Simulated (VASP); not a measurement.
# Hf3Ti (Pm-3m) in VASP: a series of runs

Hf3Ti is run at these levels: PBE; tasks: single point, relaxation of cell and atoms.

All numbers are computed with VASP 6.6.1; they aren't measurements. Logs are shortened: lines on timing, memory, paths and dates and some standing lists are left out, and cuts for length are marked.

## Step 1: The cell of the first run

The structure is cubic, space group Pm-3m (No. 221). The conventional cell has a = 4.152 Å, b = 4.152 Å, c = 4.152 Å, α = 90.00°, β = 90.00°, γ = 90.00°. Hf (site symmetry 4/mmm) has 8 Hf at 2.94 Å and 4 Ti at 2.94 Å within 3.9 Å. Ti (site symmetry m-3m) has 12 Hf at 2.94 Å within 3.9 Å.

## Step 2: Single point, PBE

File INCAR:

```
SYSTEM = Hf3Ti
ALGO = Normal
EDIFF = 1E-7
ENCUT = 520
GGA = PE
ISIF = 2
ISMEAR = 0
LASPH = .TRUE.
LCHARG = .FALSE.
LREAL = .FALSE.
LWAVE = .FALSE.
NBANDS = 29
NELM = 60
PREC = Accurate
SIGMA = 0.1
```

File KPOINTS:

```
k-points
0
G
  4 4 4
  0 0 0
```

File POSCAR:

```
Hf3Ti
1.0
    4.1517584889      0.0000000000      0.0000000000
    0.0000000000      4.1517584889      0.0000000000
    0.0000000000      0.0000000000      4.1517584889
Hf Ti
3 1
Direct
    0.0000000000      0.5000000000      0.5000000000
    0.5000000000      0.0000000000      0.5000000000
    0.5000000000      0.5000000000      0.0000000000
    0.0000000000      0.0000000000      0.0000000000
```

Potentials or basis: VASP PAW PBE potentials, release 64 (Hf_pv, Ti_sv).

On the command line:

```sh
$ cat potpaw_PBE.64/Hf_pv/POTCAR potpaw_PBE.64/Ti_sv/POTCAR > POTCAR
$ mpirun -np 1 vasp_std > vasp.out
```

OUTCAR:

```text
SYSTEM = Hf3Ti
   EDIFF = 1E-7
   ENCUT = 520
   GGA = PE
   ISIF = 2
   ISMEAR = 0
   LASPH = .TRUE.
   LREAL = .FALSE.
   NELM = 60
   PREC = Accurate

 ion  position               nearest neighbor table
   1  0.000  0.500  0.500-   2 2.94   3 2.94   4 2.94   3 2.94   4 2.94   2 2.94   4 2.94   4 2.94
                             2 2.94   3 2.94   3 2.94   2 2.94
   2  0.500  0.000  0.500-   1 2.94   3 2.94   4 2.94   3 2.94   4 2.94   1 2.94   3 2.94   3 2.94
                             1 2.94   4 2.94   4 2.94   1 2.94
   3  0.500  0.500  0.000-   1 2.94   2 2.94   4 2.94   1 2.94   2 2.94   2 2.94   4 2.94   2 2.94
                             1 2.94   4 2.94   1 2.94   4 2.94
   4  0.000  0.000  0.000-   1 2.94   2 2.94   3 2.94   1 2.94   2 2.94   1 2.94   3 2.94   1 2.94
                             2 2.94   3 2.94   2 2.94   3 2.94

  LATTYP: Found a simple cubic cell.
 ALAT       =     4.1517584889

  Lattice vectors:

 A1 = (   4.1517584889,   0.0000000000,   0.0000000000)
 A2 = (   0.0000000000,   4.1517584889,   0.0000000000)
 A3 = (   0.0000000000,   0.0000000000,   4.1517584889)

Analysis of symmetry for initial positions (statically):
=====================================================================
 Subroutine PRICEL returns:
 Original cell was already a primitive cell.

 Routine SETGRP: Setting up the symmetry group for a
 simple cubic supercell.

 Subroutine GETGRP returns: Found 48 space group operations
 (whereof 48 operations were pure point group operations)
 out of a pool of 48 trial point group operations.

The static configuration has the point symmetry O_h .

Analysis of symmetry for dynamics (positions and initial velocities):
=====================================================================
 Subroutine PRICEL returns:
 Original cell was already a primitive cell.

 Routine SETGRP: Setting up the symmetry group for a
 simple cubic supercell.

 Subroutine GETGRP returns: Found 48 space group operations
 (whereof 48 operations were pure point group operations)
 out of a pool of 48 trial point group operations.

The dynamic configuration has the point symmetry O_h .

 Subroutine INISYM returns: Found 48 space group operations
 (whereof 48 operations are pure point group operations),
 and found     1 'primitive' translations

----------------------------------------------------------------------------------------

                                     Primitive cell

  volume of cell :      71.5643

  direct lattice vectors                    reciprocal lattice vectors
     4.151758489  0.000000000  0.000000000     0.240861795  0.000000000  0.000000000
     0.000000000  4.151758489  0.000000000     0.000000000  0.240861795  0.000000000
     0.000000000  0.000000000  4.151758489     0.000000000  0.000000000  0.240861795

  length of vectors
     4.151758489  4.151758489  4.151758489     0.240861795  0.240861795  0.240861795

  position of ions in fractional coordinates (direct lattice)
     0.000000000  0.500000000  0.500000000
     0.500000000  0.000000000  0.500000000
     0.500000000  0.500000000  0.000000000
     0.000000000  0.000000000  0.000000000

  ion indices of the primitive-cell ions
   primitive index   ion index
                 1           1
                 2           2
                 3           3
                 4           4

----------------------------------------------------------------------------------------

 KPOINTS: k-points

Automatic generation of k-mesh.
 Grid dimensions read from file:
 generate k-points for:    4    4    4

 Generating k-lattice:

  Cartesian coordinates                     Fractional coordinates (reciprocal lattice)
     0.060215449  0.000000000  0.000000000     0.250000000  0.000000000  0.000000000
     0.000000000  0.060215449  0.000000000     0.000000000  0.250000000  0.000000000
     0.000000000  0.000000000  0.060215449     0.000000000  0.000000000  0.250000000

  Length of vectors
     0.060215449  0.060215449  0.060215449

  Shift w.r.t. Gamma in fractional coordinates (k-lattice)
     0.000000000  0.000000000  0.000000000

 Subroutine IBZKPT returns following result:
 ===========================================

 Found     10 irreducible k-points:

 Following reciprocal coordinates:
            Coordinates               Weight
  0.000000  0.000000  0.000000      1.000000
  0.250000  0.000000  0.000000      6.000000
  0.500000  0.000000  0.000000      3.000000
  0.250000  0.250000  0.000000     12.000000
  0.500000  0.250000  0.000000     12.000000
  0.500000  0.500000  0.000000      3.000000
  0.250000  0.250000  0.250000      8.000000
  0.500000  0.250000  0.250000     12.000000
  0.500000  0.500000  0.250000      6.000000
  0.500000  0.500000  0.500000      1.000000
   k-points           NKPTS =     10   k-points in BZ     NKDIM =     10   number of bands    NBANDS=     29
   number of dos      NEDOS =    301   number of ions     NIONS =      4
   total plane-waves  NPLWV =  32768
   dimension x,y,z NGX =    32 NGY =   32 NGZ =   32
   dimension x,y,z NGXF=    64 NGYF=   64 NGZF=   64
   ions per type =               3   1
   NGX,Y,Z   is equivalent  to a cutoff of  12.81, 12.81, 12.81 a.u.
   NGXF,Y,Z  is equivalent  to a cutoff of  25.63, 25.63, 25.63 a.u.
 SYSTEM =  Hf3Ti
   PREC   = accura    normal or accurate (medium, high low for compatibility)
   ISTART =      0    job   : 0-new  1-cont  2-samecut
   ICHARG =      2    charge: 1-file 2-atom 10-const
   ISPIN  =      1    spin polarized calculation?
   LNONCOLLINEAR =      F non collinear calculations
   LSORBIT =      F    spin-orbit coupling
   LASPH  =      T    aspherical Exc in radial PAW
   ENCUT  =  520.0 eV  38.22 Ry    6.18 a.u.   7.72  7.72  7.72*2*pi/ulx,y,z
   NELM   =     60;   NELMIN=  2; NELMDL= -5     # of ELM steps
   EDIFF  = 0.1E-06   stopping-criterion for ELM
   LREAL  =      F    real-space projection
   EDIFFG = 0.1E-05   stopping-criterion for IOM
   NSW    =      0    number of steps for IOM
   IBRION =     -1    ionic relax: 0-MD 1-quasi-New 2-CG
   NFREE  =      0    steps in history (QN), initial steepest desc. (CG)
   ISIF   =      2    stress and relaxation
   ISYM   =      2    0-nonsym 1-usesym 2-fastsym
   POTIM  = 0.5000    time-step for ionic-motion
   TEBEG  =    0.0;   TEEND  =   0.0 temperature during run
   PSTRESS=    0.0 pullay stress
   NELECT =      42.0000    total number of electrons
   NUPDOWN=      -1.0000    fix difference up-down
   EMIN   =  10.00;   EMAX   =-10.00  energy-range for DOS
   EFERMI =   0.00;   METHOD = LEGACY
   ISMEAR =     0;   SIGMA  =   0.10  broadening in eV -4-tet -1-fermi 0-gaus
   EFERMI_NEDOS =   21; number of points for ismear=-14 and -15
   IALGO  =     38    algorithm
   IMIX   =      4    mixing-type and parameters
     AMIX     =   0.40;   BMIX     =  1.00
     AMIX_MAG =   1.60;   BMIX_MAG =  1.00
  volume/ion in A,a.u.               =      17.89       120.73
  Fermi-wavevector in a.u.,A,eV,Ry     =   1.370648  2.590149 25.560927  1.878675
  Thomas-Fermi vector in A             =   2.496415
   LORBIT       =      0    0 simple, 1 ext, 2 COOP (PROOUT), +10 PAW based schemes
   GGA     = PE    functional components
   LHFCALC =     F    Hartree Fock is set to
   AEXX    =    0.0000 exact exchange contribution
   IVDW    =     0    specifies the selected vdW correction
   LEPSILON=     F    determine dielectric tensor
   LRPA    =     F    only Hartree local field effects (RPA)
 non-spin polarized calculation
 Gauss-broadening in eV      SIGMA  =   0.10
  energy-cutoff  :      520.00
  volume of cell :       71.56
 maximum number of plane-waves:      1956
 NGX is ok and might be reduce to    32
   NGX = 15   NGY = 15   NGZ = 15

 number of electron      42.0000003 magnetization

 Free energy of the ion-electron system (eV)
  ---------------------------------------------------
  ext. energy  EPLUGINS =         0.00000000
  ---------------------------------------------------
  free energy    TOTEN  =       -36.49098734 eV

  energy without entropy =      -36.46219688  energy(sigma->0) =      -36.47659211

 E-fermi :   6.8362     XC(G=0): -12.1119

 val. band max:        6.8309545438   @ k =   0.5000   0.5000   0.2500
 cond. band min:       6.8592064376   @ k =   0.2500   0.2500   0.2500
 fundamental gap:      0.0282518937
 Fermi energy:         6.8362182516

 k-point     1 :       0.0000    0.0000    0.0000
  band No.  band energies     occupation
      1     -49.6677      2.00000
      2     -25.9987      2.00000
      3     -25.9987      2.00000
      4     -25.9987      2.00000
      5     -23.6692      2.00000
      6     -23.6692      2.00000
[... 21 lines left out ...]
     28      10.3948      0.00000
     29      12.7510      0.00000

 k-point     2 :       0.2500    0.0000    0.0000
  band No.  band energies     occupation
      1     -49.6678      2.00000
      2     -25.9881      2.00000
      3     -25.9881      2.00000
      4     -25.9848      2.00000
      5     -23.5993      2.00000
      6     -23.5993      2.00000
[... 21 lines left out ...]
     28      10.4425      0.00000
     29      11.4360      0.00000

 k-point     3 :       0.5000    0.0000    0.0000
  band No.  band energies     occupation
      1     -49.6678      2.00000
      2     -25.9775      2.00000
      3     -25.9775      2.00000
      4     -25.9711      2.00000
      5     -23.5087      2.00000
      6     -23.5087      2.00000
[... 21 lines left out ...]
     28       9.4956      0.00000
     29      10.1585      0.00000

 k-point     4 :       0.2500    0.2500    0.0000
  band No.  band energies     occupation
      1     -49.6677      2.00000
      2     -25.9960      2.00000
      3     -25.9787      2.00000
      4     -25.9755      2.00000
      5     -23.6783      2.00000
      6     -23.5168      2.00000
[... 149 lines left out ...]
     28       8.7101      0.00000
     29       9.6535      0.00000

 k-point     9 :       0.5000    0.5000    0.2500
  band No.  band energies     occupation
      1     -49.6673      2.00000
      2     -26.0128      2.00000
      3     -26.0128      2.00000
      4     -25.9960      2.00000
      5     -23.9429      2.00000
      6     -23.5585      2.00000
[... 21 lines left out ...]
     28       8.4020      0.00000
     29       8.6868      0.00000

 k-point    10 :       0.5000    0.5000    0.5000
  band No.  band energies     occupation
      1     -49.6670      2.00000
      2     -26.0297      2.00000
      3     -26.0297      2.00000
      4     -26.0297      2.00000
      5     -24.1145      2.00000
      6     -23.5166      2.00000
[... 21 lines left out ...]
     28       8.0804      0.00000
     29       8.4215      0.00000

------------------------ aborting loop because EDIFF is reached ----------------------------------------

  FORCE on cell =-STRESS in cart. coord.  units (eV):
  Direction    XX          YY          ZZ          XY          YZ          ZX
  --------------------------------------------------------------------------------------
  -------------------------------------------------------------------------------------
  Total       10.6272106     10.6272106     10.6272106      0.0000000     -0.0000000      0.0000000
  in kB      237.9214625    237.9214625    237.9214625      0.0000000     -0.0000000      0.0000000
  external PRESSURE =     237.9214625 kB  Pullay stress =       0.0000000 kB

 VOLUME and BASIS-vectors are now :
 -----------------------------------------------------------------------------
  energy-cutoff  :      520.00
  volume of cell :       71.56
      direct lattice vectors                 reciprocal lattice vectors
     4.151758489  0.000000000  0.000000000     0.240861795  0.000000000  0.000000000
     0.000000000  4.151758489  0.000000000     0.000000000  0.240861795  0.000000000
     0.000000000  0.000000000  4.151758489     0.000000000  0.000000000  0.240861795

 POSITION                                       TOTAL-FORCE (eV/Angst)
 -----------------------------------------------------------------------------------
      0.00000      2.07588      2.07588         0.000000      0.000000      0.000000
      2.07588      0.00000      2.07588         0.000000      0.000000      0.000000
      2.07588      2.07588      0.00000         0.000000      0.000000      0.000000
      0.00000      0.00000      0.00000         0.000000      0.000000      0.000000
 -----------------------------------------------------------------------------------
    total drift:                                0.000000     -0.000000     -0.000000

  FREE ENERGIE OF THE ION-ELECTRON SYSTEM (eV)
  ---------------------------------------------------
  free  energy   TOTEN  =       -36.4909873437 eV

  energy  without entropy=      -36.4621968838  energy(sigma->0) =      -36.47659211
```

Wall time 38 s (1 thread of AMD EPYC 9R14 (Zen 4), shared host); peak memory 0.15 GiB.

Results:

- Free energy: -36.4910 eV
- Pressure: 23.8 GPa
- Band gap on the k mesh: zero (bands 21 and 22 overlap by 1.66 eV)

Caveat: the k points lie up to 0.38 Å⁻¹ apart, too coarse for converged energies and pressures of a metal; spin-orbit coupling is left out, which moves the levels of the heavy elements.

## Step 3: Single point, PBE

This run uses another cell than the first one, of 21.32 Å³/atom.

File INCAR:

```
SYSTEM = Hf3Ti
  PREC = Accurate
  ENCUT = 520
  EDIFF = 1E-6
  ISMEAR = 0
  SIGMA = 0.1
  LREAL = .FALSE.
  LASPH = .TRUE.
  NELM = 60
  ALGO = Normal
  ISIF = 2
  LWAVE = .FALSE.
  LCHARG = .FALSE.
  GGA = PE
  NBANDS = 29
```

File KPOINTS:

```
regular mesh
0
G
  4 4 4
  0 0 0
```

File POSCAR:

```
Hf3Ti
1.0
    4.4015322244      0.0000000000      0.0000000000
    0.0000000000      4.4015322244      0.0000000000
    0.0000000000      0.0000000000      4.4015322244
Hf Ti
3 1
Direct
    0.0000000000      0.5000000000      0.5000000000
    0.5000000000      0.0000000000      0.5000000000
    0.5000000000      0.5000000000      0.0000000000
    0.0000000000      0.0000000000      0.0000000000
```

Potentials or basis: VASP PAW PBE potentials, release 64 (Hf_pv, Ti_sv).

On the command line:

```sh
$ cat potpaw_PBE.64/Hf_pv/POTCAR potpaw_PBE.64/Ti_sv/POTCAR > POTCAR
$ mpirun -np 1 vasp_std > vasp.out
```

Run time: 56 s. Hardware: 1 thread of AMD EPYC 9R14 (Zen 4), shared host; peak memory 0.18 GiB.

Results (log left out):

- Free energy: -37.3650 eV
- Pressure: -0.3 GPa
- Band gap on the k mesh: zero (bands 21 and 22 overlap by 1.51 eV)

Levels at points of the mesh, in eV from the Fermi level:
```
           k point  band 18  band 19  band 20  band 21  band 22  band 23
(0.00, 0.00, 0.00)    -1.95    -1.95    -1.95     1.17     1.17     1.17
(0.50, 0.00, 0.00)    -0.73    -0.56    -0.46    -0.46    -0.26    -0.26
(0.50, 0.50, 0.00)    -0.52    -0.26    -0.25    -0.25    -0.06     0.01
(0.50, 0.50, 0.50)     0.55     0.55     0.55     0.79     0.79     0.81
```

Caveat: spin-orbit coupling is left out, which moves the levels of the heavy elements.

(Continued in part 2 of 2.)
